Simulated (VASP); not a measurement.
**Ag3B: relaxation of cell and atoms with PBE**

Crystal: Ag3B.

```xyz
4
Lattice="3.0071 0.0000 0.0000 -1.5036 2.6042 0.0000 0.0000 0.0000 7.8006" Properties=species:S:1:pos:R:3 pbc="T T T"
Ag    1.5036    0.8681    3.9003
Ag    0.0000    1.7362    1.5044
Ag    0.0000    1.7362    6.2962
B     1.5036    0.8681    0.0000
```

| Item | Value |
| --- | --- |
| Program | VASP 6.6.1 |
| Task | relaxation of cell and atoms |
| Functional | PBE |
| Potentials or basis | VASP PAW PBE potentials, release 64 (Ag, B) |
| Cutoff | 600 eV |
| k mesh | 18 × 18 × 6 |
| Occupations | fermi-dirac, width 0.15 eV |
| Spin | no spin polarisation |
| Dipole correction | no |
| Further INCAR settings | ALGO = Fast; EDIFF = 1e-06; IBRION = 2; EDIFFG = -0.001; NSW = 80; ISIF = 3 |

```yaml
Relaxed_volume: 15.27 Å³/atom
Relaxed_cell: a = 3.003 Å, b = 3.003 Å, c = 7.819 Å, α = 90.00°, β = 90.00°, γ = 120.00°
Space_group_after_relaxing_to_0.1_Å: P-6m2 (No. 187)
Energy_gained_by_relaxing: 0.0 meV/atom
Ionic_steps: 9
Pressure_after_relaxing: 0.0 GPa
Band_gap_on_the_k_mesh: zero (bands 18 and 19 overlap by 2.18 eV)
```

The path:
```csv
step,energy change (eV),largest force (eV/Å),pressure (GPa),volume (Å³)
1,0.0000,0.0217,0.08,61.09
2,-0.0001,0.0068,-0.11,61.15
3,-0.0001,0.0056,-0.10,61.16
4,-0.0001,0.0011,-0.08,61.11
5,-0.0002,0.0027,0.04,61.05
6,-0.0002,0.0004,0.01,61.06
7,-0.0002,0.0023,-0.04,61.07
8,-0.0002,0.0001,-0.01,61.07
9,-0.0002,0.0002,-0.01,61.07
```

Final structure:
```xyz
4
Lattice="3.0030 0.0000 0.0000 -1.5015 2.6007 0.0000 0.0000 0.0000 7.8189" Properties=species:S:1:pos:R:3 pbc="T T T"
Ag    1.5015    0.8669    3.9095
Ag    0.0000    1.7338    1.5107
Ag    0.0000    1.7338    6.3082
B     1.5015    0.8669    0.0000
```

Levels at points of the mesh, in eV from the Fermi level:
```tsv
k point	band 15	band 16	band 17	band 18	band 19	band 20	band 21	band 22
(0.00, 0.00, 0.00)	-4.39	-4.28	-3.58	-3.58	0.35	4.49	4.49	4.79
(0.50, 0.00, 0.00)	-3.14	-2.83	-2.11	-0.98	0.41	2.83	3.04	3.52
(0.00, 0.00, 0.50)	-4.25	-3.62	-3.62	-2.56	-1.68	4.49	4.49	6.42
(0.50, 0.00, 0.50)	-3.14	-2.88	-2.27	-1.06	0.38	2.92	3.81	4.14
```

Wall time 6.5 min on 1 thread of AMD EPYC 9R45 96-Core Processor (Zen 5), on a shared host, peak memory 0.33 GiB.
